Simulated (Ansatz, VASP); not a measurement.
**Two plane-wave programs on Si**

Contents of INCAR:

```
SYSTEM = Si
PREC     = Accurate       ! precision mode
ENCUT    = 520            ! plane-wave cutoff, eV
EDIFF    = 1E-7           ! SCF threshold, eV
ISMEAR   = 1              ! smearing method
SIGMA    = 0.1            ! smearing width, eV
LREAL    = .FALSE.        ! projectors in reciprocal space
LASPH    = .TRUE.         ! aspherical terms in the spheres
NELM     = 60             ! most SCF steps
ALGO     = Normal         ! electronic algorithm
ISIF     = 2              ! what is computed and relaxed
LWAVE    = .FALSE.        ! write WAVECAR
LCHARG   = .FALSE.        ! write CHGCAR
NBANDS   = 16             ! bands
```

Contents of KPOINTS:

```
regular mesh
0
G
  7 7 7
  0 0 0
```

The input POSCAR:

```
Si
1.0
   -3.1867196830      3.1867196830      1.8421916907
    3.1867196830     -3.1867196830      1.8421916907
    3.1867196830      3.1867196830     -1.8421916907
Si
4
Direct
    0.1788010000      0.1788010000      0.3576020000
    0.8211990000      0.8211990000      0.6423980000
    0.1788010000      0.8211990000      0.0000000000
    0.8211990000      0.1788010000      0.0000000000
```

Input for Ansatz:

```yaml
crystal:
  lattice:
    - [-3.186719683030059, 3.186719683030059, 1.8421916906678995]
    - [3.186719683030059, -3.186719683030059, 1.8421916906678995]
    - [3.186719683030059, 3.186719683030059, -1.8421916906678995]
  atoms:
    - { symbol: Si, position: [0.178801, 0.178801, 0.357602] }
    - { symbol: Si, position: [0.821199, 0.821199, 0.642398] }
    - { symbol: Si, position: [0.178801, 0.821199, 0.0] }
    - { symbol: Si, position: [0.821199, 0.178801, 0.0] }
basis:
  ecutwfc: 500.0
kpoints:
  mp_grid:
    grid: [7, 7, 7]
hamiltonian:
  xc: lda
  pseudopotentials:
    kind: paw
scf:
  occupations:
    method: cold
    width: 0.1
output:
  stress: true
```

Alike in both runs: task single point; functional LDA; k mesh 7 × 7 × 7; no spin polarisation.

|  | VASP | Ansatz |
| --- | --- | --- |
| version | VASP 6.6.1 | Ansatz 0.2.0 |
| potentials or method | VASP PAW LDA potentials, release 64 (Si), cutoff 520 eV | plane waves, PAW |
| occupations | methfessel-paxton of order 1, width 0.1 eV | cold, width 0.1 eV |
| valence electrons in the cell | 16 | 16 |

|  | VASP | Ansatz | Ansatz less VASP |
| --- | --- | --- | --- |
| pressure (GPa) | 11.8 | 11.7 | -0.08 |
| traceless stress, the component that is largest in VASP (GPa) | 0.48 | 0.49 | +0.018 |

LDA's correlation is that of Perdew and Zunger in VASP and of Perdew and Wang (1992) in Ansatz.
